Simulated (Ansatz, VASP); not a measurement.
# One calculation of HgTe, two programs

```
CELL_PARAMETERS angstrom
0.00000 3.21450 3.21450
3.21450 0.00000 3.21450
3.21450 3.21450 0.00000
ATOMIC_POSITIONS crystal
Hg 0.00000 0.00000 0.00000
Te 0.75000 0.75000 0.75000
```

Alike in both runs: task single point; functional PBE; k mesh 7 × 7 × 7; occupations gaussian, width 0.026 eV; no spin polarisation.

```csv
,VASP,Ansatz
version,VASP 6.6.1,Ansatz 0.2.0
potentials or method,"VASP PAW PBE potentials, release 64 (Hg, Te), cutoff 500 eV","all-electron LAPW, scalar-relativistic"
```

|  | VASP | Ansatz | Ansatz less VASP |
| --- | --- | --- | --- |
| gap on the k mesh at the Fermi level (eV) | none | none | - |
| pressure (GPa) | 4.6 | 4.6 | -0.08 |

A gap of «none» marks a metal or a gap that the smearing closes. Ansatz ran all-electron here, and VASP with PAW potentials.

Spin-orbit coupling is off throughout.
